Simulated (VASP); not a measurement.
# RbCl: single point with r2SCAN

The system is RbCl.

```xyz
2
Lattice="0.0000 3.3069 3.3069 3.3069 0.0000 3.3069 3.3069 3.3069 0.0000" Properties=species:S:1:pos:R:3 pbc="T T T"
Rb    3.3069    3.3069    3.3069
Cl    0.0000    0.0000    0.0000
```

| Item | Value |
| --- | --- |
| Program | VASP 6.6.1 |
| Task | single point |
| Functional | r2SCAN |
| Potentials or basis | VASP PAW PBE potentials, release 64 (Rb_sv, Cl) |
| Cutoff | 550 eV |
| k mesh | 6 × 6 × 6 |
| Occupations | gaussian, width 0.05 eV |
| Spin | no spin polarisation |
| Dipole correction | no |
| Further INCAR settings | ALGO = Normal; EDIFF = 1e-06; NBANDS = 15 |

```json
{
  "Pressure": "0.0 GPa",
  "Band gap on the k mesh": "5.55 eV"
}
```

Levels at points of the mesh, in eV from the valence-band top:
| k point | band 4 | band 5 | band 6 | band 7 | band 8 | band 9 | band 10 | band 11 | band 12 | band 13 |
| --- | --- | --- | --- | --- | --- | --- | --- | --- | --- | --- |
| (0.00, 0.00, 0.00) | -8.18 | -8.18 | 0.00 | 0.00 | 0.00 | 5.55 | 8.61 | 8.61 | 8.61 | 9.77 |
| (0.50, 0.00, 0.00) | -8.19 | -8.15 | -0.82 | -0.32 | -0.32 | 8.17 | 8.48 | 10.85 | 10.85 | 12.03 |
| (0.50, 0.50, 0.00) | -8.27 | -8.27 | -0.33 | -0.10 | -0.10 | 6.67 | 8.84 | 10.13 | 10.92 | 11.28 |

It took 67 s on 1 thread of Intel(R) Xeon(R) Platinum 8488C (Sapphire Rapids), with other jobs on the host, peak memory 0.21 GiB.

Caveat: the PAW data sets were made with another functional, which shifts forces and pressure a little.
